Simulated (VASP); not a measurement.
# Al (Fm-3m) in VASP: further runs

Runs on Al. Level: r2SCAN. Tasks: single point, relaxation of cell and atoms.

All numbers are computed with VASP 6.6.1; they aren't measurements. Logs are shortened: lines on timing, memory, paths and dates and some standing lists are left out, and cuts for length are marked.

## 1. The cell of the first run

Symmetry: Fm-3m, No. 225, cubic system. The conventional cell has a = 3.996 Å, b = 3.996 Å, c = 3.996 Å, α = 90.00°, β = 90.00°, γ = 90.00°. Within 3.7 Å of Al (site symmetry m-3m) lie 12 Al at 2.83 Å.

## 2. Single point, r2SCAN

Contents of POSCAR:

```
Al
1.0
    0.0000000000      1.9980378457      1.9980378457
    1.9980378457      0.0000000000      1.9980378457
    1.9980378457      1.9980378457      0.0000000000
Al
1
Direct
    0.0000000000      0.0000000000      0.0000000000
```

Contents of INCAR.step1:

```
  PREC = Accurate
  ENCUT = 520
  ISMEAR = 0
  SIGMA = 0.5
  LREAL = F
  LASPH = T
  NELM = 100
  NBANDS = 8
  GGA = PE
  ALGO = Normal
  EDIFF = 1E-4
  LWAVE = T
  LCHARG = F
```

Contents of INCAR.step2:

```
  PREC = Accurate
  ENCUT = 520
  EDIFF = 1E-6
  ISMEAR = 0
  SIGMA = 0.5
  LREAL = F
  LASPH = T
  NELM = 100
  ALGO = Normal
  ISIF = 2
  LWAVE = F
  LCHARG = T
  METAGGA = R2SCAN
  LMIXTAU = T
  LELF = T
  LVHAR = T
  NBANDS = 8
  ISTART = 1
```

Contents of KPOINTS:

```
Automatic mesh
0
Gamma
  30 30 30
```

Potentials or basis: VASP PAW PBE potentials, release 64 (Al).

Run with:

```console
$ cat potpaw_PBE.64/Al/POTCAR > POTCAR
$ cp INCAR.step1 INCAR
$ mpirun -np 1 vasp_std > vasp.out
$ cp INCAR.step2 INCAR
$ mpirun -np 1 vasp_std > vasp.out
```

OUTCAR:

```text
PREC = Accurate
   ENCUT = 520
   EDIFF = 1E-6
   ISMEAR = 0
   LREAL = F
   LASPH = T
   NELM = 100
   ISIF = 2
   METAGGA = R2SCAN
   ISTART = 1

 ion  position               nearest neighbor table
   1  0.000  0.000  0.000-

  LATTYP: Found a face centered cubic cell.
 ALAT       =     3.9960756914

  Lattice vectors:

 A1 = (   0.0000000000,   1.9980378457,   1.9980378457)
 A2 = (   1.9980378457,   0.0000000000,   1.9980378457)
 A3 = (   1.9980378457,   1.9980378457,   0.0000000000)

Analysis of symmetry for initial positions (statically):
=====================================================================
 Subroutine PRICEL returns:
 Original cell was already a primitive cell.

 Routine SETGRP: Setting up the symmetry group for a
 face centered cubic supercell.

 Subroutine GETGRP returns: Found 48 space group operations
 (whereof 48 operations were pure point group operations)
 out of a pool of 48 trial point group operations.

The static configuration has the point symmetry O_h .

Analysis of symmetry for dynamics (positions and initial velocities):
=====================================================================
 Subroutine PRICEL returns:
 Original cell was already a primitive cell.

 Routine SETGRP: Setting up the symmetry group for a
 face centered cubic supercell.

 Subroutine GETGRP returns: Found 48 space group operations
 (whereof 48 operations were pure point group operations)
 out of a pool of 48 trial point group operations.

The dynamic configuration has the point symmetry O_h .

 Subroutine INISYM returns: Found 48 space group operations
 (whereof 48 operations are pure point group operations),
 and found     1 'primitive' translations

----------------------------------------------------------------------------------------

                                     Primitive cell

  volume of cell :      15.9530

  direct lattice vectors                    reciprocal lattice vectors
     0.000000000  1.998037846  1.998037846    -0.250245510  0.250245510  0.250245510
     1.998037846  0.000000000  1.998037846     0.250245510 -0.250245510  0.250245510
     1.998037846  1.998037846  0.000000000     0.250245510  0.250245510 -0.250245510

  length of vectors
     2.825652220  2.825652220  2.825652220     0.433437938  0.433437938  0.433437938
[... 78 lines left out ...]
   NELM   =    100;   NELMIN=  2; NELMDL=  0     # of ELM steps
   EDIFF  = 0.1E-05   stopping-criterion for ELM
   LREAL  =      F    real-space projection
   EDIFFG = 0.1E-04   stopping-criterion for IOM
   NSW    =      0    number of steps for IOM
   IBRION =     -1    ionic relax: 0-MD 1-quasi-New 2-CG
   NFREE  =      0    steps in history (QN), initial steepest desc. (CG)
   ISIF   =      2    stress and relaxation
   ISYM   =      2    0-nonsym 1-usesym 2-fastsym
   POTIM  = 0.5000    time-step for ionic-motion
   TEBEG  =    0.0;   TEEND  =   0.0 temperature during run
   PSTRESS=    0.0 pullay stress
   NELECT =       3.0000    total number of electrons
   NUPDOWN=      -1.0000    fix difference up-down
   EMIN   =  10.00;   EMAX   =-10.00  energy-range for DOS
   EFERMI =   0.00;   METHOD = LEGACY
   ISMEAR =     0;   SIGMA  =   0.50  broadening in eV -4-tet -1-fermi 0-gaus
   EFERMI_NEDOS =   21; number of points for ismear=-14 and -15
   IALGO  =     38    algorithm
   IMIX   =      4    mixing-type and parameters
     AMIX     =   0.40;   BMIX     =  1.00
     AMIX_MAG =   1.60;   BMIX_MAG =  1.00
  volume/ion in A,a.u.               =      15.95       107.66
  Fermi-wavevector in a.u.,A,eV,Ry     =   0.937925  1.772422 11.969095  0.879704
  Thomas-Fermi vector in A             =   2.065085
   LORBIT       =      0    0 simple, 1 ext, 2 COOP (PROOUT), +10 PAW based schemes
   METAGGA = R2SCAN    functional components
   LHFCALC =     F    Hartree Fock is set to
   AEXX    =    0.0000 exact exchange contribution
   IVDW    =     0    specifies the selected vdW correction
   LEPSILON=     F    determine dielectric tensor
   LRPA    =     F    only Hartree local field effects (RPA)
 non-spin polarized calculation
 Gauss-broadening in eV      SIGMA  =   0.50
  energy-cutoff  :      520.00
  volume of cell :       15.95
 maximum number of plane-waves:       444
 NGX is ok and might be reduce to    24
   NGX = 11   NGY = 11   NGZ = 11

 number of electron       3.0000000 magnetization

 Free energy of the ion-electron system (eV)
  ---------------------------------------------------
  ext. energy  EPLUGINS =         0.00000000
  ---------------------------------------------------
  free energy    TOTEN  =        -6.76096441 eV

  energy without entropy =       -6.71578632  energy(sigma->0) =       -6.73837537

 E-fermi :   8.3748     XC(G=0): -11.0328

 val. band max:        8.3746490336   @ k =  -0.3000   0.5000   0.2000
 cond. band min:       8.3791970555   @ k =  -0.4000   0.4000   0.1000
 fundamental gap:      0.0045480219
 Fermi energy:         8.3748197066

 k-point     1 :       0.0000    0.0000    0.0000
  band No.  band energies     occupation
      1      -3.7078      2.00000
      2      21.8877      0.00000
      3      21.8877      0.00000
      4      21.8877      0.00000
      5      24.0643      0.00000
      6      24.0643      0.00000
      7      24.0643      0.00000
      8      25.9805      0.00000
[... 243 lines left out ...]
 k-point    24 :       0.2667    0.0333    0.0000
  band No.  band energies     occupation
      1      -1.7625      2.00000
      2      11.9040      0.00000
      3      19.5168      0.00000
      4      20.6072      0.00000
      5      23.4008      0.00000
      6      24.3989      0.00000
      7      25.0880      0.00000
      8      28.0494      0.00000

 [... further k-points ...]

------------------------ aborting loop because EDIFF is reached ----------------------------------------

  FORCE on cell =-STRESS in cart. coord.  units (eV):
  Direction    XX          YY          ZZ          XY          YZ          ZX
  --------------------------------------------------------------------------------------
  -------------------------------------------------------------------------------------
  Total       -0.0317145     -0.0317145     -0.0317145      0.0000000      0.0000000      0.0000000
  in kB       -3.1851264     -3.1851264     -3.1851264      0.0000000      0.0000000      0.0000000
  external PRESSURE =      -3.1851264 kB  Pullay stress =       0.0000000 kB

 VOLUME and BASIS-vectors are now :
 -----------------------------------------------------------------------------
  energy-cutoff  :      520.00
  volume of cell :       15.95
      direct lattice vectors                 reciprocal lattice vectors
     0.000000000  1.998037846  1.998037846    -0.250245510  0.250245510  0.250245510
     1.998037846  0.000000000  1.998037846     0.250245510 -0.250245510  0.250245510
     1.998037846  1.998037846  0.000000000     0.250245510  0.250245510 -0.250245510

 POSITION                                       TOTAL-FORCE (eV/Angst)
 -----------------------------------------------------------------------------------
      0.00000      0.00000      0.00000        -0.000000     -0.000000      0.000000
 -----------------------------------------------------------------------------------
    total drift:                               -0.000000      0.000000     -0.000000

  FREE ENERGIE OF THE ION-ELECTRON SYSTEM (eV)
  ---------------------------------------------------
  free  energy   TOTEN  =        -6.7609644147 eV

  energy  without entropy=       -6.7157863238  energy(sigma->0) =       -6.73837537
```

OUTCAR.step1:

```text
PREC = Accurate
   ENCUT = 520
   ISMEAR = 0
   LREAL = F
   LASPH = T
[... 480 lines left out ...]

 POSITION                                       TOTAL-FORCE (eV/Angst)
 -----------------------------------------------------------------------------------
      0.00000      0.00000      0.00000        -0.000000     -0.000000     -0.000000
 -----------------------------------------------------------------------------------
    total drift:                               -0.000000      0.000000      0.000000

  FREE ENERGIE OF THE ION-ELECTRON SYSTEM (eV)
  ---------------------------------------------------
  free  energy   TOTEN  =        -3.7662278621 eV

  energy  without entropy=       -3.7172456149  energy(sigma->0) =       -3.74173674
```

OSZICAR.step1:

```text
N       E                     dE             d eps       ncg     rms          rms(c)
DAV:   1    -0.234628817976E+01   -0.23463E+01   -0.87515E+02 12080   0.205E+02
DAV:   2    -0.378230434319E+01   -0.14360E+01   -0.13897E+01 16896   0.190E+01
DAV:   3    -0.378928478874E+01   -0.69804E-02   -0.69741E-02 15632   0.146E+00
DAV:   4    -0.378930225273E+01   -0.17464E-04   -0.17463E-04 18704   0.625E-02
DAV:   5    -0.378930229408E+01   -0.41351E-07   -0.41588E-07 15896   0.167E-03    0.136E+00
DAV:   6    -0.377596260352E+01    0.13340E-01   -0.14870E-03 16168   0.184E-01    0.791E-01
DAV:   7    -0.376623196244E+01    0.97306E-02   -0.45014E-03 15792   0.300E-01    0.153E-01
DAV:   8    -0.376622786211E+01    0.41003E-05   -0.12761E-05 15968   0.256E-02
   1 F= -.37662279E+01 E0= -.37417367E+01  d E =-.489822E-01
```

Wall time 2.2 min (1 thread of Intel Xeon Platinum 8559C (Emerald Rapids), shared host); peak memory 0.2 GiB.

What came out:

| Item | Value |
| --- | --- |
| Free energy | -6.7610 eV |
| Pressure | -0.3 GPa |

Caveat: the PAW data sets were made with another functional, which shifts forces and pressure a little.

## 3. Relaxation of cell and atoms, r2SCAN

This run uses another cell than the first one, of 16.60 Å³/atom, 1.041 times its volume.

Contents of POSCAR:

```
Al
1.0
    0.0000000000      2.0248050000      2.0248050000
    2.0248050000      0.0000000000      2.0248050000
    2.0248050000      2.0248050000      0.0000000000
Al
1
Direct
    0.0000000000      0.0000000000      0.0000000000
```

Contents of INCAR.step1:

```
ALGO     = Normal         # electronic algorithm
EDIFF    = 1E-4           # SCF threshold, eV
ENCUT    = 600            # plane-wave cutoff, eV
GGA      = PE             # functional
ISMEAR   = 0              # smearing method
LASPH    = T              # aspherical terms in the spheres
LCHARG   = F              # write CHGCAR
LREAL    = F              # projectors in reciprocal space
LWAVE    = T              # write WAVECAR
NELM     = 60             # most SCF steps
PREC     = Accurate       # precision mode
SIGMA    = 0.5            # smearing width, eV
```

Contents of INCAR.step2:

```
ALGO     = Normal         # electronic algorithm
EDIFF    = 1E-7           # SCF threshold, eV
EDIFFG   = -0.002         # ionic threshold
ENCUT    = 600            # plane-wave cutoff, eV
IBRION   = 2              # ionic algorithm
ISIF     = 3              # what is computed and relaxed
ISMEAR   = 0              # smearing method
ISTART   = 1            
LASPH    = T              # aspherical terms in the spheres
LCHARG   = F              # write CHGCAR
LMIXTAU  = T            
LREAL    = F              # projectors in reciprocal space
LWAVE    = F              # write WAVECAR
METAGGA  = R2SCAN         # meta-GGA
NELM     = 60             # most SCF steps
NSW      = 80             # ionic steps
PREC     = Accurate       # precision mode
SIGMA    = 0.5            # smearing width, eV
```

Contents of KPOINTS:

```
k-points
0
Gamma
  30 30 30
```

Potentials or basis: VASP PAW PBE potentials, release 64 (Al).

Run with:

```console
$ cat potpaw_PBE.64/Al/POTCAR > POTCAR
$ cp INCAR.step1 INCAR
$ mpirun -np 1 vasp_std > vasp.out
$ cp INCAR.step2 INCAR
$ mpirun -np 1 vasp_std > vasp.out
```

It took 11 min on 1 thread of Intel Xeon Platinum 8559C (Emerald Rapids), shared host; peak memory 0.2 GiB.

The run converged. Its results:

```yaml
Free_energy: -6.7610 eV
Relaxed_volume: 15.89 Å³/atom
Relaxed_cell: a = 2.822 Å, b = 2.822 Å, c = 2.822 Å, α = 60.00°, β = 60.00°, γ = 60.00°
Space_group_after_relaxing_to_0.05_Å: Fm-3m (No. 225)
Energy_gained_by_relaxing: 8.5 meV/atom
Ionic_steps: 17
Pressure_after_relaxing: 0.0 GPa
```

The path:
| step | energy change (eV) | largest force (eV/Å) | pressure (GPa) | volume (Å³) |
| --- | --- | --- | --- | --- |
| 1 | 0.0000 | 0.0000 | -3.64 | 16.60 |
| 2 | -0.0079 | 0.0000 | 1.11 | 15.71 |
| 3 | -0.0085 | 0.0000 | 0.04 | 15.89 |
| 4 | -0.0085 | 0.0000 | -0.05 | 15.90 |
| 5 | -0.0085 | 0.0000 | -0.05 | 15.90 |
| 6 | -0.0085 | 0.0000 | -0.04 | 15.90 |
| 7 | -0.0085 | 0.0000 | -0.04 | 15.90 |
| 8 | -0.0085 | 0.0000 | -0.04 | 15.90 |
| 9 | -0.0085 | 0.0000 | -0.04 | 15.90 |
| 10 | -0.0085 | 0.0000 | -0.04 | 15.90 |
| 11 | -0.0085 | 0.0000 | -0.04 | 15.90 |
| 12 | -0.0085 | 0.0000 | -0.04 | 15.90 |
| 13 | -0.0085 | 0.0000 | -0.04 | 15.90 |
| 14 | -0.0085 | 0.0000 | -0.04 | 15.90 |
| 15 | -0.0085 | 0.0000 | -0.03 | 15.90 |
| 16 | -0.0085 | 0.0000 | -0.02 | 15.90 |
| 17 | -0.0085 | 0.0000 | 0.01 | 15.89 |

Final structure:
```
Al
1.0
     0.00000    1.99559    1.99559
     1.99559    0.00000    1.99559
     1.99559    1.99559    0.00000
Al
1
Direct
  0.00000 0.00000 0.00000
```

Levels at points of the mesh, in eV from the Fermi level:
```
           k point  band 1  band 2  band 3  band 4
(0.00, 0.00, 0.00)  -12.11   13.53   13.53   13.53
(0.50, 0.00, 0.00)   -5.16   -4.59   12.26   12.26
(0.50, 0.50, 0.00)   -3.25   -1.67    5.47    6.19
```

Caveat: the PAW data sets were made with another functional, which shifts forces and pressure a little.
